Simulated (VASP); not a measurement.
Set up this calculation in VASP 6.6.1, as the native input.

```yaml
Task: relaxation of cell and atoms
Functional: PBE
Potentials_or_basis: VASP PAW PBE potentials, release 64 (B, P)
Cutoff: 600 eV
k_mesh: 12 × 12 × 6
Occupations: gaussian, width 0.1 eV
Spin: no spin polarisation
Dipole_correction: no
Further_INCAR_settings: ALGO = Normal; EDIFF = 1e-07; IBRION = 2; EDIFFG = -0.01; NSW = 100; ISIF = 3
```

The structure of B2P3 lies in POSCAR:

```
B2P3
1.0
    3.1336096713      0.0000000000      0.0000000000
   -1.5668048356      2.7137855809      0.0000000000
    0.0000000000      0.0000000000      7.4280486154
B P
2 3
Direct
    0.6666666667      0.3333333333      0.7928096166
    0.3333333333      0.6666666667      0.2071903834
    0.6666666667      0.3333333333      0.3133280456
    0.3333333333      0.6666666667      0.6866719544
    0.0000000000      0.0000000000      0.0000000000
```

The cell was built from a structure type or drawn by symmetry, and may not be a known phase.

One way to write it, as run:

INCAR

```
PREC     = Accurate       # precision mode
ENCUT    = 600            # plane-wave cutoff, eV
EDIFF    = 1E-7           # SCF threshold, eV
ISMEAR   = 0              # smearing method
SIGMA    = 0.1            # smearing width, eV
LREAL    = F              # projectors in reciprocal space
LASPH    = T              # aspherical terms in the spheres
NELM     = 100            # most SCF steps
ALGO     = Normal         # electronic algorithm
ISIF     = 3              # what is computed and relaxed
LWAVE    = F              # write WAVECAR
LCHARG   = F              # write CHGCAR
GGA      = PE             # functional
IBRION   = 2              # ionic algorithm
NSW      = 100            # ionic steps
EDIFFG   = -0.01          # ionic threshold
```

KPOINTS

```
regular mesh
0
Gamma
  12 12 6
```

Potentials or basis: VASP PAW PBE potentials, release 64 (B, P).

The run is started by

```bash
$ cat potpaw_PBE.64/B/POTCAR potpaw_PBE.64/P/POTCAR > POTCAR
$ mpirun -np 1 vasp_std > vasp.out
```

It gave:

```json
{"Relaxed volume": "12.62 Å³/atom", "Relaxed cell": "a = 3.114 Å, b = 3.114 Å, c = 7.513 Å, α = 90.00°, β = 90.00°, γ = 120.00°", "Space group after relaxing (to 0.1 Å)": "P-3m1 (No. 164)", "Energy gained by relaxing": "2.6 meV/atom", "Ionic steps": "15", "Pressure after relaxing": "0.0 GPa", "Largest force after relaxing": "0.009 eV/Å", "Band gap on the k mesh": "zero (an odd number of electrons rules out a gap without spin polarisation)"}
```

Run time: 6.1 min on 1 thread of Intel(R) Xeon(R) 6975P-C (Granite Rapids) (shared host), peak memory 0.26 GiB.
